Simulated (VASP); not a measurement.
Wanted: the native input for a VASP 6.6.1 run.

| Property | Result |
| --- | --- |
| Task | relaxation of cell and atoms |
| Functional | PBEsol |
| Potentials or basis | VASP PAW PBE potentials, release 64 (Y_sv, S) |
| Cutoff | 600 eV |
| k mesh | 14 × 14 × 14 |
| Occupations | fermi-dirac, width 0.15 eV |
| Spin | no spin polarisation |
| Dipole correction | no |
| Further INCAR settings | ALGO = Normal; EDIFF = 1e-06; IBRION = 2; EDIFFG = -0.001; NSW = 80; ISIF = 3 |

The structure of YS (spin) lies in POSCAR:

```
YS
1.0
    0.0000000000      2.7298023711      2.7298023711
    2.7298023711      0.0000000000      2.7298023711
    2.7298023711      2.7298023711      0.0000000000
Y S
1 1
Direct
    0.5000000000      0.5000000000      0.5000000000
    0.0000000000      0.0000000000      0.0000000000
```

These files were run (other wordings do the same):

INCAR

```
PREC = Accurate ; ENCUT = 600
EDIFF = 1E-6 ; ISMEAR = -1
SIGMA = 0.15 ; LREAL = False
LASPH = True ; NELM = 100
ALGO = Normal ; ISIF = 3
LWAVE = False ; LCHARG = False
GGA = PS ; IBRION = 2
NSW = 80 ; EDIFFG = -0.001
```

KPOINTS

```
regular mesh
0
Gamma
  14 14 14
```

Potentials or basis: VASP PAW PBE potentials, release 64 (Y_sv, S).

Launch:

```console
$ cat potpaw_PBE.64/Y_sv/POTCAR potpaw_PBE.64/S/POTCAR > POTCAR
$ mpirun -np 1 vasp_std > vasp.out
```

Results of the run:

* Relaxed volume: 20.37 Å³/atom
* Relaxed cell: a = 3.862 Å, b = 3.862 Å, c = 3.862 Å, α = 60.00°, β = 60.00°, γ = 60.00°
* Space group after relaxing (to 0.05 Å): Fm-3m (No. 225)
* Energy gained by relaxing: 0.0 meV/atom
* Ionic steps: 3
* Pressure after relaxing: 0.0 GPa

Caveat: the PAW data sets were made with another functional, which shifts forces and pressure a little.

It took 100 s on 1 thread of Intel(R) Xeon(R) Platinum 8259CL CPU @ 2.50GHz (Skylake/Cascade Lake), on a shared host, peak memory 0.25 GiB.
